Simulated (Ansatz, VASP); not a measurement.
MgO in VASP and in Ansatz

POSCAR

```
MgO
1.0
    2.1021675162      2.1021675162      0.0000000000
   -2.1021675162      2.1021675162      0.0000000000
    0.0000000000      2.1021675162      2.1021675162
Mg O
1 1
Direct
    0.0000000000      0.0000000000      0.0000000000
    0.5000000000      0.5000000000      0.0000000000
```

The input INCAR.step1:

```
PREC = Accurate ; ENCUT = 520
ISMEAR = 0 ; SIGMA = 0.01
LREAL = False ; LASPH = True
NELM = 80 ; NBANDS = 11
GGA = PE ; ALGO = Normal
EDIFF = 1E-4 ; LWAVE = True
LCHARG = False
```

Contents of INCAR.step2:

```
PREC = Accurate ; ENCUT = 520
EDIFF = 1E-6 ; ISMEAR = 0
SIGMA = 0.01 ; LREAL = False
LASPH = True ; NELM = 80
ALGO = Normal ; ISIF = 2
LWAVE = False ; LCHARG = True
METAGGA = R2SCAN ; LMIXTAU = True
LELF = True ; LVHAR = True
NBANDS = 11 ; ISTART = 1
```

KPOINTS

```
regular mesh
0
Gamma
  10 10 10
```

Input for Ansatz:

```yaml
crystal:
  lattice:
    - [2.10216751621, 2.10216751621, 0.0]
    - [-2.10216751621, 2.10216751621, 0.0]
    - [0.0, 2.10216751621, 2.10216751621]
  atoms:
    - { symbol: Mg, position: [0.0, 0.0, 0.0] }
    - { symbol: O, position: [0.5, 0.5, 0.0] }
kpoints:
  mp_grid: { grid: [10, 10, 10] }
scf:
  occupations: { method: fixed }
  convergence: { dr2_threshold: 1.0e-10 }
hamiltonian:
  xc: r2scan
  pseudopotentials: { kind: paw }
output:
  forces: true
  stress: true
  eigenstates:
    kpoints:
      - [0.0, 0.0, 0.0]
      - [-0.5, -0.5, -0.5]
      - [-0.5, 0.5, 0.0]
      - [0.0, 0.0, -0.5]
      - [0.0, -0.5, -0.5]
      - [0.0, 0.5, 0.0]
      - [-0.5, 0.0, 0.0]
      - [-0.5, 0.0, -0.5]
  eigenvalues: true
```

Change from the starting cell: unstrained.

Alike in both runs: task single point; functional r2SCAN; k mesh 10 × 10 × 10; no spin polarisation.

|  | VASP | Ansatz |
| --- | --- | --- |
| version | VASP 6.6.1 | Ansatz 0.2.0 |
| potentials or method | VASP PAW PBE potentials, release 64 (Mg, O) | PAW with Ansatz's default frozen-core files, scalar-relativistic |
| plane-wave cutoff (eV) | 520 | 500 |
| occupations | gaussian, width 0.01 eV | fixed |
| valence electrons in the cell | 8 | 16 |

Ansatz gave:

* gap on the k mesh at the Fermi level (eV): 5.68
* pressure (GPa): 0.0

Task: What did VASP give for the same quantities?

Result: gap on the k mesh at the Fermi level (eV): 5.66; pressure (GPa): -1.1.

VASP's potentials were made for PBE, not for r2SCAN. VASP's potentials hold 8 valence electrons a cell and Ansatz's 16, so a difference there can come from the potentials and not from the codes.
